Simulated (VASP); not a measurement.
The system is SiC5.

```
Si C
1.0
     0.00000    3.54146    3.54146
     3.54146    0.00000    3.54146
     3.54146    3.54146    0.00000
Si C
1 5
Direct
  0.00000 0.00000 0.00000
  0.75000 0.75000 0.75000
  0.37500 0.37500 0.87500
  0.37500 0.87500 0.37500
  0.87500 0.37500 0.37500
  0.37500 0.37500 0.37500
```

* Program: VASP 6.6.1
* Task: relaxation of cell and atoms
* Functional: PBE
* Potentials or basis: VASP PAW PBE potentials, release 64 (Si, C)
* Cutoff: 600 eV
* k mesh: 4 × 4 × 4
* Occupations: gaussian, width 0.1 eV
* Spin: no spin polarisation

At the start: pressure -24.3 GPa; volume 14.81 Å³/atom.

Q: How do energy, volume and symmetry change on relaxing?

A: Over 28 steps the energy falls by 1391.0 meV/atom and the volume is 9.53 Å³/atom (-35.7 %); space group F-43m (No. 216, to 0.05 Å).

The path:
```csv
step,energy change (eV),largest force (eV/Å),pressure (GPa),volume (Å³)
1,0.0000,0.1936,-24.33,88.83
2,-4.0027,0.1496,-21.43,62.95
3,-5.1101,0.3394,-10.07,52.22
4,-2.4985,1.2364,86.54,34.56
5,-5.2386,0.4121,-3.80,49.32
6,-5.2543,0.4209,0.07,47.91
7,-5.2512,0.4171,-1.82,48.57
8,-5.3286,1.1574,-1.55,48.34
9,-5.8385,2.3553,1.34,47.65
10,-7.2789,2.4354,15.78,46.28
11,5.2641,40.1759,164.24,43.64
12,-7.3439,2.2129,17.15,46.15
13,-7.0547,3.9103,42.34,45.13
14,-7.5114,0.9524,22.58,45.84
15,-7.5268,0.3704,25.06,45.72
16,-7.5307,0.2768,25.42,45.72
17,-7.5373,0.0135,26.52,45.74
18,-7.5450,0.0108,26.37,45.79
19,-7.5680,0.0018,25.90,45.93
20,-7.6128,0.0141,24.98,46.21
21,-7.6986,0.0405,23.19,46.78
22,-7.8536,0.0772,19.60,47.93
23,-8.0934,0.1141,12.63,50.29
24,-8.3254,0.2557,2.12,55.23
25,-8.3406,0.3203,-0.60,56.82
26,-8.3407,0.3299,-0.98,57.06
27,-8.3450,0.1533,-0.47,57.11
28,-8.3461,0.0061,0.00,57.15
```

Final structure:
```
Si C
1.0
     0.00000    3.05725    3.05725
     3.05725    0.00000    3.05725
     3.05725    3.05725    0.00000
Si C
1 5
Direct
  0.00000 0.00000 0.00000
  0.75000 0.75000 0.75000
  0.40915 0.40915 0.77256
  0.40915 0.77256 0.40915
  0.77256 0.40915 0.40915
  0.40915 0.40915 0.40915
```

Caveat: the k points lie up to 0.44 Å⁻¹ apart in the final cell; the volume moved by over 15 % at a fixed basis, so the end points are rough.
